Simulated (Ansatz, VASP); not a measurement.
**Two plane-wave programs on SrTiO3**

The input INCAR:

```
PREC = Accurate ; ENCUT = 520
EDIFF = 1E-6 ; ISMEAR = 0
SIGMA = 0.05 ; LREAL = Auto
LASPH = T ; NELM = 60
ALGO = Normal ; ISIF = 2
LWAVE = F ; LCHARG = F
GGA = PE ; NBANDS = 186
```

KPOINTS

```
regular mesh
0
Gamma
  2 2 2
```

The input POSCAR:

```
SrTiO3
1.0
    5.5110000000     -5.5110000000      0.0000000000
    5.5110000000      5.5110000000      0.0000000000
    0.0000000000      0.0000000000      7.7960000000
Sr Ti O
8 8 24
Direct
    0.2500000000      0.2500000000      0.7500000000
    0.2500000000      0.7500000000      0.2500000000
    0.7500000000      0.2500000000      0.2500000000
    0.7500000000      0.7500000000      0.7500000000
    0.7500000000      0.2500000000      0.7500000000
    0.7500000000      0.7500000000      0.2500000000
    0.2500000000      0.2500000000      0.2500000000
    0.2500000000      0.7500000000      0.7500000000
    0.0000000000      0.0000000000      0.0000000000
    0.0000000000      0.5000000000      0.5000000000
    0.5000000000      0.0000000000      0.5000000000
    0.5000000000      0.5000000000      0.0000000000
    0.5000000000      0.0000000000      0.0000000000
    0.5000000000      0.5000000000      0.5000000000
    0.0000000000      0.0000000000      0.5000000000
    0.0000000000      0.5000000000      0.0000000000
    0.0000000000      0.0000000000      0.2500000000
    0.0000000000      0.5000000000      0.7500000000
    0.5000000000      0.0000000000      0.7500000000
    0.5000000000      0.5000000000      0.2500000000
    0.5000000000      0.0000000000      0.2500000000
    0.5000000000      0.5000000000      0.7500000000
    0.0000000000      0.0000000000      0.7500000000
    0.0000000000      0.5000000000      0.2500000000
    0.7500000000      0.4951000000      0.0000000000
    0.7500000000      0.9951000000      0.5000000000
    0.2500000000      0.4951000000      0.5000000000
    0.2500000000      0.9951000000      0.0000000000
    0.0049000000      0.2500000000      0.0000000000
    0.0049000000      0.7500000000      0.5000000000
    0.5049000000      0.2500000000      0.5000000000
    0.5049000000      0.7500000000      0.0000000000
    0.7500000000      0.0049000000      0.0000000000
    0.7500000000      0.5049000000      0.5000000000
    0.2500000000      0.0049000000      0.5000000000
    0.2500000000      0.5049000000      0.0000000000
    0.4951000000      0.2500000000      0.0000000000
    0.4951000000      0.7500000000      0.5000000000
    0.9951000000      0.2500000000      0.5000000000
    0.9951000000      0.7500000000      0.0000000000
```

Input for Ansatz:

```yaml
crystal:
  lattice:
    - [5.511, -5.511, 0.0]
    - [5.511, 5.511, 0.0]
    - [0.0, 0.0, 7.796]
  atoms:
    - { symbol: Sr, position: [0.25, 0.25, 0.75] }
    - { symbol: Sr, position: [0.25, 0.75, 0.25] }
    - { symbol: Sr, position: [0.75, 0.25, 0.25] }
    - { symbol: Sr, position: [0.75, 0.75, 0.75] }
    - { symbol: Sr, position: [0.75, 0.25, 0.75] }
    - { symbol: Sr, position: [0.75, 0.75, 0.25] }
    - { symbol: Sr, position: [0.25, 0.25, 0.25] }
    - { symbol: Sr, position: [0.25, 0.75, 0.75] }
    - { symbol: Ti, position: [0.0, 0.0, 0.0] }
    - { symbol: Ti, position: [0.0, 0.5, 0.5] }
    - { symbol: Ti, position: [0.5, 0.0, 0.5] }
    - { symbol: Ti, position: [0.5, 0.5, 0.0] }
    - { symbol: Ti, position: [0.5, 0.0, 0.0] }
    - { symbol: Ti, position: [0.5, 0.5, 0.5] }
    - { symbol: Ti, position: [0.0, 0.0, 0.5] }
    - { symbol: Ti, position: [0.0, 0.5, 0.0] }
    - { symbol: O, position: [0.0, 0.0, 0.25] }
    - { symbol: O, position: [0.0, 0.5, 0.75] }
    - { symbol: O, position: [0.5, 0.0, 0.75] }
    - { symbol: O, position: [0.5, 0.5, 0.25] }
    - { symbol: O, position: [0.5, 0.0, 0.25] }
    - { symbol: O, position: [0.5, 0.5, 0.75] }
    - { symbol: O, position: [0.0, 0.0, 0.75] }
    - { symbol: O, position: [0.0, 0.5, 0.25] }
    - { symbol: O, position: [0.75, 0.4951, 0.0] }
    - { symbol: O, position: [0.75, 0.9951, 0.5] }
    - { symbol: O, position: [0.25, 0.4951, 0.5] }
    - { symbol: O, position: [0.25, 0.9951, 0.0] }
    - { symbol: O, position: [0.0049, 0.25, 0.0] }
    - { symbol: O, position: [0.0049, 0.75, 0.5] }
    - { symbol: O, position: [0.5049, 0.25, 0.5] }
    - { symbol: O, position: [0.5049, 0.75, 0.0] }
    - { symbol: O, position: [0.75, 0.0049, 0.0] }
    - { symbol: O, position: [0.75, 0.5049, 0.5] }
    - { symbol: O, position: [0.25, 0.0049, 0.5] }
    - { symbol: O, position: [0.25, 0.5049, 0.0] }
    - { symbol: O, position: [0.4951, 0.25, 0.0] }
    - { symbol: O, position: [0.4951, 0.75, 0.5] }
    - { symbol: O, position: [0.9951, 0.25, 0.5] }
    - { symbol: O, position: [0.9951, 0.75, 0.0] }
basis:
  ecutwfc: 420
  fft_grid_basis: typed
kpoints:
  mp_grid: { grid: [2, 2, 2] }
hamiltonian:
  xc: pbe
  pseudopotentials: { kind: paw }
scf:
  occupations: { method: gaussian, width: 0.05 }
output:
  forces: true
  stress: false
  eigenvalues: true
  bader: false
  write_density: true
  volumetric_format: npy
```

Alike in both runs: task single point; functional PBE; k mesh 2 × 2 × 2; occupations gaussian, width 0.05 eV; no spin polarisation.

|  | VASP | Ansatz |
| --- | --- | --- |
| version | VASP 6.6.1 | Ansatz 0.2.0 |
| potentials or method | VASP PAW PBE potentials, release 64 (Sr_sv, Ti_sv, O), cutoff 520 eV | scalar-relativistic, plane waves, PAW |
| valence electrons in the cell | 320 | 320 |

|  | VASP | Ansatz | Ansatz less VASP |
| --- | --- | --- | --- |
| gap on the k mesh at the Fermi level (eV) | 1.85 | 1.88 | +0.032 |
| rms of the force components (eV/Å) | 0.008 | 0.006 | -0.0013 |

Atom by atom the forces differ by 0.001 eV/Å (rms over components).
